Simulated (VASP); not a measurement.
Wanted: the native input for a VASP 6.6.1 run.

```yaml
Task: single point
Functional: PBE
Potentials_or_basis: VASP PAW PBE potentials, release 64 (Sb)
Cutoff: 520 eV
k_mesh: 15 × 15 × 15
Occupations: fermi-dirac, width 0.08 eV
Spin: no spin polarisation
Dipole_correction: no
Further_INCAR_settings: ALGO = Normal; EDIFF = 1e-06; NBANDS = 8
```

The structure of Sb lies in POSCAR:

```
Sb
1.0
    0.0000000000      1.8360508639      1.8360508639
    1.8360508639      0.0000000000      1.8360508639
    1.8360508639      1.8360508639      0.0000000000
Sb
1
Direct
    0.0000000000      0.0000000000      0.0000000000
```

This cell differs from its parent crystal: volume scaled by 0.45.

These files were run (other wordings do the same):

INCAR

```
SYSTEM = Sb
PREC     = Accurate       ! precision mode
ENCUT    = 520            ! plane-wave cutoff, eV
EDIFF    = 1E-6           ! SCF threshold, eV
ISMEAR   = -1             ! smearing method
SIGMA    = 0.08           ! smearing width, eV
LREAL    = .FALSE.        ! projectors in reciprocal space
LASPH    = .TRUE.         ! aspherical terms in the spheres
NELM     = 80             ! most SCF steps
ALGO     = Normal         ! electronic algorithm
ISIF     = 2              ! what is computed and relaxed
LWAVE    = .FALSE.        ! write WAVECAR
LCHARG   = .FALSE.        ! write CHGCAR
GGA      = PE             ! functional
NBANDS   = 8              ! bands
```

KPOINTS

```
regular mesh
0
G
  15 15 15
  0 0 0
```

Potentials or basis: VASP PAW PBE potentials, release 64 (Sb).

Command:

```bash
$ cat potpaw_PBE.64/Sb/POTCAR > POTCAR
$ mpirun -np 1 vasp_std > vasp.out
```

It gave:

| Property | Result |
| --- | --- |
| Pressure | 303.6 GPa |

It took 15 s on 1 thread of Intel Xeon 8259CL, with other jobs on the host, peak memory 0.13 GiB.
